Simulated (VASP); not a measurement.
Runs of VASP 6.6.1 on Pd. The structure is that of space group P6_3/mmc (No. 194), or close to it. The cells are those of the table. This isn't the form of Pd at room conditions, which is fcc.

```tsv
task	spin	cell	k mesh	cutoff (eV)	smearing	gap on the mesh (eV)	pressure (GPa)	moment (μB)
single point	off	a = 2.810, b = 2.810, c = 9.262 Å, angles 90.0, 90.0, 120.0°, 4 atoms	17 × 17 × 5	520	fermi-dirac 0.1 eV	none	-0.2	-
single point	collinear	a = 2.806, b = 2.806, c = 9.279 Å, angles 90.0, 90.0, 120.0°, 4 atoms	13 × 13 × 4	520	fermi-dirac 0.05 eV	none	0.0	1.13
single point	collinear	a = 2.729, b = 2.729, c = 9.025 Å, angles 90.0, 90.0, 120.0°, 4 atoms	14 × 14 × 4	520	fermi-dirac 0.05 eV	none	(a)	(b)
relaxation of cell and atoms	off	relaxed from a = 2.751, b = 2.751, c = 8.983 Å, angles 90.0, 90.0, 120.0°, 4 atoms	13 × 13 × 4	600	fermi-dirac 0.1 eV	-	0.0	-
single point	collinear	a = 2.688, b = 2.688, c = 8.892 Å, angles 90.0, 90.0, 120.0°, 4 atoms	14 × 14 × 4	520	fermi-dirac 0.05 eV	none	26.5	0.97
single point	collinear	a = 2.768, b = 2.768, c = 9.154 Å, angles 90.0, 90.0, 120.0°, 4 atoms	14 × 14 × 4	520	fermi-dirac 0.05 eV	none	6.7	1.45
```

Alike in all rows: level RPBE; potentials or basis VASP PAW PBE potentials, release 64 (Pd).

Problem. Estimate the missing entries.

Solution. (a) 15.3; (b) 1.27.

Caveats: the PAW data sets were made with another functional, which shifts forces and pressure a little; the cell stands under pressure (at least some runs); the highest band is partly filled, so the run has too few bands (at least some runs); a moment this small can come from the mesh or the smearing (at least some runs).

A k mesh can miss the band edges, and the runs leave out spin-orbit coupling on Pd.

A gap of «none» marks levels without a gap at the run's occupations.
